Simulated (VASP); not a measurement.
# K8Zn8HF24 (a cell with a defect) in VASP: single point with PBEsol

Aim: the single point of K8Zn8HF24 (a cell with a defect) with PBEsol.

Program: VASP 6.6.1. These are calculated values, not measurements. Logs are shortened: lines on timing, memory, paths and dates and some standing lists are left out, and cuts for length are marked.

**1. The cell of the first run**

The cell holds a defect, 41 atoms: a = 8.105 Å, b = 8.105 Å, c = 8.105 Å, α = 90.00°, β = 90.00°, γ = 90.00°.

**2. Single point, PBEsol**

INCAR

```
SYSTEM = K8Zn8HF24
ALGO = Normal ; EDIFF = 1E-7
ENCUT = 520 ; GGA = PS
ISIF = 2 ; ISMEAR = -1
ISYM = 0 ; LASPH = .TRUE.
LCHARG = .FALSE. ; LREAL = Auto
LWAVE = .FALSE. ; NBANDS = 194
NELECT = 336.0 ; NELM = 60
PREC = Accurate ; SIGMA = 0.05
```

KPOINTS

```
Automatic mesh
0
Gamma
  1 1 1
  0.25 0.25 0.25
```

POSCAR

```
K8Zn8HF24
1.0
    8.1045260000      0.0000000000      0.0000000000
    0.0000000000      8.1045260000      0.0000000000
    0.0000000000      0.0000000000      8.1045260000
K Zn F H
8 8 24 1
Direct
    0.9966400000      0.0096050000      0.0044480000
    0.9984870000      0.0112970000      0.4944110000
    0.9965860000      0.4913780000      0.0045360000
    0.9985020000      0.4896180000      0.4944380000
    0.5033250000      0.0068530000      0.9985880000
    0.5122430000      0.0251680000      0.4867630000
    0.5033560000      0.4941040000      0.9986000000
    0.5122600000      0.4756160000      0.4865240000
    0.2522980000      0.2504240000      0.2494750000
    0.2499370000      0.2504610000      0.7501350000
    0.2554980000      0.7504650000      0.2492010000
    0.2200950000      0.7505110000      0.7690790000
    0.7542990000      0.2504200000      0.2443350000
    0.7511240000      0.2504330000      0.7478140000
    0.7527690000      0.7504470000      0.2467940000
    0.7554730000      0.7504280000      0.7421310000
    0.2523320000      0.2502340000      0.9998410000
    0.2521600000      0.2506250000      0.5006760000
    0.2205950000      0.7507570000      0.0052500000
    0.3244210000      0.7503520000      0.5176000000
    0.7509040000      0.2505040000      0.9962640000
    0.7548330000      0.2503590000      0.4960620000
    0.7701860000      0.7503710000      0.9915510000
    0.7166330000      0.7504690000      0.4946480000
    0.0037560000      0.2506090000      0.2461670000
    0.0011890000      0.2500800000      0.7497790000
    0.0075980000      0.7502570000      0.2813420000
    0.9950900000      0.7507010000      0.6986370000
    0.5028800000      0.2502550000      0.2447480000
    0.4993050000      0.2507930000      0.7463070000
    0.5010720000      0.7506220000      0.2184340000
    0.4939300000      0.7498790000      0.7401430000
    0.2540410000      0.9973550000      0.2597230000
    0.2479860000      0.9934950000      0.7523910000
    0.2545390000      0.5035450000      0.2591560000
    0.2470410000      0.5073910000      0.7529170000
    0.7548420000      0.9999670000      0.2447520000
    0.7457690000      0.9987790000      0.7466410000
    0.7543740000      0.5008930000      0.2449880000
    0.7466430000      0.5020460000      0.7464030000
    0.4293140000      0.7501310000      0.6151170000
```

Potentials or basis: VASP PAW PBE potentials, release 64 (K_sv, Zn, F, H).

Command:

```
$ cat potpaw_PBE.64/K_sv/POTCAR potpaw_PBE.64/Zn/POTCAR potpaw_PBE.64/F/POTCAR potpaw_PBE.64/H/POTCAR > POTCAR
$ mpirun -np 1 vasp_std > vasp.out
```

OUTCAR:

```text
SYSTEM = K8Zn8HF24
   EDIFF = 1E-7
   ENCUT = 520
   GGA = PS
   ISIF = 2
   ISMEAR = -1
   ISYM = 0
   LASPH = .TRUE.
   LREAL = Auto
   NELECT = 336.0
   NELM = 60
   PREC = Accurate

 ion  position               nearest neighbor table
   1  0.997  0.010  0.004-  37 2.76  25 2.77  19 2.77  21 2.79  23 2.79  26 2.84  17 2.85  12 3.37
                            13 3.38
   2  0.998  0.011  0.494-  28 2.68  27 2.73  22 2.77  25 2.79  33 2.81  18 2.83  37 2.83  26 2.83

   3  0.997  0.491  0.005-  25 2.77  39 2.77  19 2.78  21 2.79  23 2.79  26 2.84  17 2.85  12 3.37
                            13 3.38
   4  0.999  0.490  0.494-  28 2.69  27 2.73  22 2.77  25 2.79  35 2.82  18 2.82  39 2.83  26 2.84

   5  0.503  0.007  0.999-  31 2.74  29 2.81  21 2.82  17 2.83  38 2.83  30 2.84  37 2.85
   6  0.512  0.025  0.487-  29 2.68  22 2.68  20 2.71  24 2.78  37 2.78  30 2.79  18 2.79  33 2.80
                            38 2.84  13 3.32   9 3.39  14 3.40   8 3.65
   7  0.503  0.494  0.999-  31 2.74  29 2.81  21 2.81  17 2.84  40 2.84  30 2.84  39 2.85
   8  0.512  0.476  0.487-  29 2.68  22 2.68  20 2.71  24 2.78  39 2.78  30 2.79  18 2.79  35 2.79
                            40 2.84  13 3.32   9 3.39  14 3.40   6 3.65
   9  0.252  0.250  0.249-  25 2.01  17 2.02  29 2.03  18 2.04  33 2.05  35 2.05   8 3.39   6 3.39

  10  0.250  0.250  0.750-  26 2.02  30 2.02  18 2.02  17 2.02  36 2.08  34 2.08
  11  0.255  0.750  0.249-  19 2.00  33 2.00  35 2.00  31 2.01  27 2.03  20 2.25
  12  0.220  0.751  0.769-  28 1.91  19 1.91  36 1.99  34 1.99  20 2.21  32 2.23   1 3.37   3 3.37
[... 5 lines left out ...]
  15  0.753  0.750  0.247-  37 2.02  39 2.02  24 2.03  31 2.05  23 2.07  27 2.08
  16  0.755  0.750  0.742-  28 1.97  40 2.01  38 2.01  23 2.02  24 2.03  32 2.12
  17  0.252  0.250  1.000-   9 2.02  10 2.02   5 2.83   7 2.84   1 2.85   3 2.85
  18  0.252  0.251  0.501-  10 2.02   9 2.04   8 2.79   6 2.79   4 2.82   2 2.83
  19  0.221  0.751  0.005-  12 1.91  11 2.00   1 2.77   3 2.78
  20  0.324  0.750  0.518-  41 1.16  12 2.21  11 2.25   8 2.71   6 2.71
  21  0.751  0.251  0.996-  13 2.01  14 2.01   3 2.79   1 2.79   7 2.81   5 2.82
  22  0.755  0.250  0.496-  13 2.04  14 2.04   6 2.68   8 2.68   2 2.77   4 2.77
  23  0.770  0.750  0.992-  16 2.02  15 2.07   3 2.79   1 2.79
  24  0.717  0.750  0.495-  15 2.03  16 2.03   6 2.78   8 2.78
  25  0.004  0.251  0.246-   9 2.01  13 2.02   3 2.77   1 2.77   4 2.79   2 2.79
  26  0.001  0.250  0.750-  10 2.02  14 2.03   2 2.83   4 2.84   1 2.84   3 2.84
  27  0.008  0.750  0.281-  11 2.03  15 2.08   4 2.73   2 2.73
  28  0.995  0.751  0.699-  12 1.91  16 1.97   2 2.68   4 2.69
  29  0.503  0.250  0.245-   9 2.03  13 2.04   6 2.68   8 2.68   5 2.81   7 2.81
  30  0.499  0.251  0.746-  10 2.02  14 2.04   8 2.79   6 2.79   7 2.84   5 2.84
  31  0.501  0.751  0.218-  11 2.01  15 2.05   5 2.74   7 2.74
  32  0.494  0.750  0.740-  41 1.14  16 2.12  12 2.23
  33  0.254  0.997  0.260-  11 2.00   9 2.05   6 2.80   2 2.81
  34  0.248  0.993  0.752-  12 1.99  10 2.08
[... 174 lines left out ...]
   NUPDOWN=      -1.0000    fix difference up-down
   EMIN   =  10.00;   EMAX   =-10.00  energy-range for DOS
   EFERMI =   0.00;   METHOD = LEGACY
   ISMEAR =    -1;   SIGMA  =   0.05  broadening in eV -4-tet -1-fermi 0-gaus
   EFERMI_NEDOS =   21; number of points for ismear=-14 and -15
   IALGO  =     38    algorithm
   IMIX   =      4    mixing-type and parameters
     AMIX     =   0.40;   BMIX     =  1.00
     AMIX_MAG =   1.60;   BMIX_MAG =  1.00
  volume/ion in A,a.u.               =      12.98        87.62
  Fermi-wavevector in a.u.,A,eV,Ry     =   1.404301  2.653745 26.831535  1.972062
  Thomas-Fermi vector in A             =   2.526877
   LORBIT       =      0    0 simple, 1 ext, 2 COOP (PROOUT), +10 PAW based schemes
   GGA     = PS    functional components
   LHFCALC =     F    Hartree Fock is set to
   AEXX    =    0.0000 exact exchange contribution
   IVDW    =     0    specifies the selected vdW correction
   LEPSILON=     F    determine dielectric tensor
   LRPA    =     F    only Hartree local field effects (RPA)
 non-spin polarized calculation
  energy-cutoff  :      520.00
  volume of cell :      532.33
 maximum number of plane-waves:     14330
   NGX = 31   NGY = 31   NGZ = 31

 number of electron     336.0000024 magnetization

 Free energy of the ion-electron system (eV)
  ---------------------------------------------------
  ext. energy  EPLUGINS =         0.00000000
  ---------------------------------------------------
  free energy    TOTEN  =      -174.47355232 eV

  energy without entropy =     -174.47355232  energy(sigma->0) =     -174.47355232

 E-fermi :   0.1106     XC(G=0): -10.1175

 val. band max:       -1.1684494787   @ k =   0.2500  -0.2500   0.2500
 cond. band min:       3.4842665415   @ k =  -0.2500  -0.2500   0.2500
 fundamental gap:      4.6527160202
 Fermi energy:         0.1106101432

 k-point     1 :       0.2500    0.2500    0.2500
  band No.  band energies     occupation
      1     -27.6133      2.00000
      2     -27.6012      2.00000
      3     -27.5950      2.00000
      4     -27.5916      2.00000
      5     -27.5840      2.00000
      6     -27.5715      2.00000
[... 721 lines left out ...]
    179       7.9105      0.00000
    180       7.9973      0.00000
 [bands above 180 left out]

------------------------ aborting loop because EDIFF is reached ----------------------------------------

  FORCE on cell =-STRESS in cart. coord.  units (eV):
  Direction    XX          YY          ZZ          XY          YZ          ZX
  --------------------------------------------------------------------------------------
  -------------------------------------------------------------------------------------
  Total       -1.8841484     -2.9446960     -2.1877579     -0.0088876     -0.0026105     -1.4618762
  in kB       -5.6707804     -8.8627438     -6.5845633     -0.0267493     -0.0078570     -4.3998546
  external PRESSURE =      -7.0393625 kB  Pullay stress =       0.0000000 kB

 VOLUME and BASIS-vectors are now :
 -----------------------------------------------------------------------------
  energy-cutoff  :      520.00
  volume of cell :      532.33
      direct lattice vectors                 reciprocal lattice vectors
     8.104526000  0.000000000  0.000000000     0.123387845  0.000000000  0.000000000
     0.000000000  8.104526000  0.000000000     0.000000000  0.123387845  0.000000000
     0.000000000  0.000000000  8.104526000     0.000000000  0.000000000  0.123387845

 POSITION                                       TOTAL-FORCE (eV/Angst)
 -----------------------------------------------------------------------------------
      8.07729      0.07784      0.03605         0.003475     -0.004434      0.002132
      8.09226      0.09156      4.00697         0.001676     -0.003326     -0.002839
      8.07686      3.98239      0.03676         0.005331      0.005450      0.001782
      8.09239      3.96812      4.00719         0.002153      0.000624     -0.002526
      4.07921      0.05554      8.09308        -0.004731     -0.006852      0.000983
      4.15149      0.20397      3.94498        -0.007325     -0.004262      0.000515
[... 33 lines left out ...]
      6.05119      4.06884      6.04924        -0.005564     -0.002100      0.000489
      3.47939      6.07946      4.98523         0.007424      0.001255     -0.047341
 -----------------------------------------------------------------------------------
    total drift:                               -0.006960     -0.022141      0.001695

  FREE ENERGIE OF THE ION-ELECTRON SYSTEM (eV)
  ---------------------------------------------------
  free  energy   TOTEN  =      -174.4735523184 eV

  energy  without entropy=     -174.4735523184  energy(sigma->0) =     -174.47355232
```

stdout:

```text
POSCAR found type information on POSCAR K ZnF H
 POSCAR found :  4 types and      41 ions
 scaLAPACK will be used
 -----------------------------------------------------------------------------
|                                                                             |
|                                                                             |
|     You enforced a specific xc type in the INCAR file but a different       |
|     I HOPE YOU KNOW WHAT YOU ARE DOING!                                     |
|                                                                             |
 -----------------------------------------------------------------------------

 LDA part: xc-table for (Slater+PW92), standard interpolation
 POSCAR, INCAR and KPOINTS ok, starting setup
 FFT: planning ... GRIDC
 FFT: planning ... GRID_SOFT
 FFT: planning ... GRID
 WAVECAR not read
 entering main loop
 the old and the new charge density differ
 old charge density:   337.00000 new  336.00000
    0.299E+01
```

It took 12 min on 1 thread of Intel Xeon Platinum 8488C (Sapphire Rapids), shared host; peak memory 0.65 GiB.

Results:

- Free energy: -174.4736 eV
- Largest force: 0.086 eV/Å

Forces in eV/Å, atoms in the order of the input:
```
K    0.003 -0.004  0.002
K    0.002 -0.003 -0.003
K    0.005  0.005  0.002
K    0.002  0.001 -0.003
K   -0.005 -0.007  0.001
K   -0.007 -0.004  0.001
K   -0.003  0.003 -0.002
K   -0.005  0.004  0.002
Zn   0.002  0.000  0.000
Zn   0.001 -0.001  0.002
Zn  -0.003  0.000  0.042
Zn   0.034 -0.001 -0.020
Zn  -0.002 -0.001  0.004
Zn  -0.002  0.000 -0.001
Zn   0.016 -0.001 -0.012
Zn  -0.010  0.000  0.015
F    0.002  0.002  0.001
F    0.003  0.000 -0.007
F   -0.001  0.002  0.046
F   -0.038 -0.002 -0.066
F   -0.003  0.000 -0.002
F    0.006 -0.001 -0.003
F    0.001  0.000  0.011
F   -0.014 -0.001  0.007
F    0.000  0.000 -0.001
F   -0.003  0.000  0.001
F   -0.020  0.002  0.004
F   -0.020  0.001 -0.037
F   -0.001  0.000 -0.005
F    0.006 -0.001 -0.003
F    0.017  0.001  0.000
F    0.021  0.001  0.084
F    0.002  0.016  0.004
F    0.007  0.026 -0.008
F   -0.003 -0.016  0.006
F    0.009 -0.026 -0.010
F   -0.002  0.001  0.001
F   -0.004  0.002 -0.001
F    0.002  0.001 -0.002
F   -0.006 -0.002  0.000
H    0.007  0.001 -0.047
```

Levels at points of the mesh, in eV from the Fermi level:
```
           k point  band 166  band 167  band 168  band 169  band 170  band 171
(0.25, 0.25, 0.25)     -1.32     -1.31     -1.28      3.38      4.90      4.95
```

Caveat: the cell carries a net charge on a neutralising background, which shifts energy and pressure; the cell is charged against a uniform background, so pressure and absolute levels hang on convention; the PAW data sets were made with another functional, which shifts forces and pressure a little.
